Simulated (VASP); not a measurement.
# W (Im-3m) in VASP: single point with PBE

Aim: the single point of W with PBE.

Everything below comes from runs of VASP 6.6.1. Logs are shortened: lines on timing, memory, paths and dates and some standing lists are left out, and cuts for length are marked.

## (1) The cell of the first run

The structure is cubic, space group Im-3m (No. 229). The conventional cell has a = 3.126 Å, b = 3.126 Å, c = 3.126 Å, α = 90.00°, β = 90.00°, γ = 90.00°. Within 3.6 Å of W (site symmetry m-3m) lie 14 W at 2.71 to 3.13 Å.

## (2) Single point, PBE

Contents of INCAR:

```
PREC = Accurate ; ENCUT = 500
EDIFF = 1E-6 ; ISMEAR = -1
SIGMA = 0.5 ; LREAL = False
LASPH = True ; NELM = 120
ALGO = Normal ; ISIF = 2
LWAVE = False ; LCHARG = False
GGA = PE ; NBANDS = 13
GGA_COMPAT = False
```

Contents of KPOINTS:

```
regular mesh
0
Gamma
  2 2 2
```

Contents of POSCAR:

```
W
1.0
   -1.5630456403      1.5630456403      1.5630456403
    1.5630456403     -1.5630456403      1.5630456403
    1.5630456403      1.5630456403     -1.5630456403
W
1
Direct
    0.0000000000      0.0000000000      0.0000000000
```

Potentials or basis: VASP PAW PBE potentials, release 64 (W_sv).

The run is started by

```
> cat potpaw_PBE.64/W_sv/POTCAR > POTCAR
> mpirun -np 1 vasp_std > vasp.out
```

OUTCAR:

```text
PREC = Accurate
   ENCUT = 500
   EDIFF = 1E-6
   ISMEAR = -1
   LREAL = False
   LASPH = True
   NELM = 120
   ISIF = 2
   GGA = PE

 ion  position               nearest neighbor table
   1  0.000  0.000  0.000-

  LATTYP: Found a body centered cubic cell.
 ALAT       =     3.1260912806

  Lattice vectors:

 A1 = (  -1.5630456403,   1.5630456403,   1.5630456403)
 A2 = (   1.5630456403,  -1.5630456403,   1.5630456403)
 A3 = (   1.5630456403,   1.5630456403,  -1.5630456403)

Analysis of symmetry for initial positions (statically):
=====================================================================
 Subroutine PRICEL returns:
 Original cell was already a primitive cell.

 Routine SETGRP: Setting up the symmetry group for a
 body centered cubic supercell.

 Subroutine GETGRP returns: Found 48 space group operations
 (whereof 48 operations were pure point group operations)
 out of a pool of 48 trial point group operations.

The static configuration has the point symmetry O_h .

Analysis of symmetry for dynamics (positions and initial velocities):
=====================================================================
 Subroutine PRICEL returns:
 Original cell was already a primitive cell.

 Routine SETGRP: Setting up the symmetry group for a
 body centered cubic supercell.

 Subroutine GETGRP returns: Found 48 space group operations
 (whereof 48 operations were pure point group operations)
 out of a pool of 48 trial point group operations.

The dynamic configuration has the point symmetry O_h .

 Subroutine INISYM returns: Found 48 space group operations
 (whereof 48 operations are pure point group operations),
 and found     1 'primitive' translations

----------------------------------------------------------------------------------------

                                     Primitive cell

  volume of cell :      15.2748

  direct lattice vectors                    reciprocal lattice vectors
    -1.563045640  1.563045640  1.563045640     0.000000000  0.319888292  0.319888292
     1.563045640 -1.563045640  1.563045640     0.319888292  0.000000000  0.319888292
     1.563045640  1.563045640 -1.563045640     0.319888292  0.319888292  0.000000000

  length of vectors
     2.707274464  2.707274464  2.707274464     0.452390361  0.452390361  0.452390361

  position of ions in fractional coordinates (direct lattice)
[... 59 lines left out ...]
   IBRION =     -1    ionic relax: 0-MD 1-quasi-New 2-CG
   NFREE  =      0    steps in history (QN), initial steepest desc. (CG)
   ISIF   =      2    stress and relaxation
   ISYM   =      2    0-nonsym 1-usesym 2-fastsym
   POTIM  = 0.5000    time-step for ionic-motion
   TEBEG  =    0.0;   TEEND  =   0.0 temperature during run
   PSTRESS=    0.0 pullay stress
   NELECT =      14.0000    total number of electrons
   NUPDOWN=      -1.0000    fix difference up-down
   EMIN   =  10.00;   EMAX   =-10.00  energy-range for DOS
   EFERMI =   0.00;   METHOD = LEGACY
   ISMEAR =    -1;   SIGMA  =   0.50  broadening in eV -4-tet -1-fermi 0-gaus
   EFERMI_NEDOS =   21; number of points for ismear=-14 and -15
   IALGO  =     38    algorithm
   IMIX   =      4    mixing-type and parameters
     AMIX     =   0.40;   BMIX     =  1.00
     AMIX_MAG =   1.60;   BMIX_MAG =  1.00
  volume/ion in A,a.u.               =      15.27       103.08
  Fermi-wavevector in a.u.,A,eV,Ry     =   1.590227  3.005094 34.406721  2.528823
  Thomas-Fermi vector in A             =   2.688955
   LORBIT       =      0    0 simple, 1 ext, 2 COOP (PROOUT), +10 PAW based schemes
   GGA     = PE    functional components
   LHFCALC =     F    Hartree Fock is set to
   AEXX    =    0.0000 exact exchange contribution
   IVDW    =     0    specifies the selected vdW correction
   LEPSILON=     F    determine dielectric tensor
   LRPA    =     F    only Hartree local field effects (RPA)
 non-spin polarized calculation
  energy-cutoff  :      500.00
  volume of cell :       15.27
 maximum number of plane-waves:       384
 NGX is ok and might be reduce to    20
   NGX =  9   NGY =  9   NGZ =  9

 number of electron      14.0000003 magnetization

 Free energy of the ion-electron system (eV)
  ---------------------------------------------------
  ext. energy  EPLUGINS =         0.00000000
  ---------------------------------------------------
  free energy    TOTEN  =       -12.58201856 eV

  energy without entropy =      -11.63913639  energy(sigma->0) =      -12.11057747

 E-fermi :  13.3958     XC(G=0): -13.8691

 val. band max:       12.8017722112   @ k =   0.5000   0.0000   0.0000
 cond. band min:      14.2134084510   @ k =   0.5000   0.0000   0.0000
 fundamental gap:      1.4116362398
 Fermi energy:        13.3958496697

 k-point     1 :       0.0000    0.0000    0.0000
  band No.  band energies     occupation
      1     -62.2679      2.00000
      2     -25.7525      2.00000
      3     -25.7525      2.00000
      4     -25.7525      2.00000
      5       2.1579      2.00000
      6      10.6640      1.99156
      7      10.6640      1.99156
      8      10.6640      1.99156
      9      14.2917      0.28574
     10      14.2917      0.28574
     11      26.6148      0.00000
     12      26.6148      0.00000
     13      26.6148      0.00000
[... 18 lines left out ...]
  band No.  band energies     occupation
      1     -61.9945      2.00000
      2     -26.7590      2.00000
      3     -26.7590      2.00000
      4     -26.7590      2.00000
      5       5.8380      2.00000
      6       5.8380      2.00000
      7      17.3833      0.00069
      8      17.3833      0.00069
      9      17.3833      0.00069
     10      20.5427      0.00000
     11      20.5427      0.00000
     12      20.5427      0.00000
     13      28.9242      0.00000

------------------------ aborting loop because EDIFF is reached ----------------------------------------

  FORCE on cell =-STRESS in cart. coord.  units (eV):
  Direction    XX          YY          ZZ          XY          YZ          ZX
  --------------------------------------------------------------------------------------
  -------------------------------------------------------------------------------------
  Total        3.1691782      3.1691782      3.1691782      0.0000000     -0.0000000     -0.0000000
  in kB      332.4162707    332.4162707    332.4162707      0.0000000     -0.0000000     -0.0000000
  external PRESSURE =     332.4162707 kB  Pullay stress =       0.0000000 kB

 VOLUME and BASIS-vectors are now :
 -----------------------------------------------------------------------------
  energy-cutoff  :      500.00
  volume of cell :       15.27
      direct lattice vectors                 reciprocal lattice vectors
    -1.563045640  1.563045640  1.563045640     0.000000000  0.319888292  0.319888292
     1.563045640 -1.563045640  1.563045640     0.319888292  0.000000000  0.319888292
     1.563045640  1.563045640 -1.563045640     0.319888292  0.319888292  0.000000000

 POSITION                                       TOTAL-FORCE (eV/Angst)
 -----------------------------------------------------------------------------------
      0.00000      0.00000      0.00000        -0.000000      0.000000     -0.000000
 -----------------------------------------------------------------------------------
    total drift:                                0.000000     -0.000000      0.000000

  FREE ENERGIE OF THE ION-ELECTRON SYSTEM (eV)
  ---------------------------------------------------
  free  energy   TOTEN  =       -12.5820185597 eV

  energy  without entropy=      -11.6391363887  energy(sigma->0) =      -12.11057747
```

Run time: 2.3 s. Hardware: 1 thread of Intel Xeon Platinum 8559C (Emerald Rapids), shared host; peak memory 0.12 GiB.

Results:

| Property | Result |
| --- | --- |
| Free energy | -12.5820 eV |
| Pressure | 33.2 GPa |
| Band gap on the k mesh | zero (band 7 reaches 17.38 eV, above the bottom of band 8 at 10.66 eV) |

Levels at points of the mesh, in eV from the Fermi level:
```csv
k point,band 4,band 5,band 6,band 7,band 8,band 9,band 10,band 11
"(0.00, 0.00, 0.00)",-39.15,-11.24,-2.73,-2.73,-2.73,0.90,0.90,13.22
"(0.50, 0.00, 0.00)",-39.16,-7.93,-5.18,-0.59,0.82,1.84,5.03,10.19
"(0.50, 0.50, 0.50)",-40.15,-7.56,-7.56,3.99,3.99,3.99,7.15,7.15
```

Caveat: the k points lie up to 1.42 Å⁻¹ apart; spin-orbit coupling is left out, which moves the levels of the heavy elements.
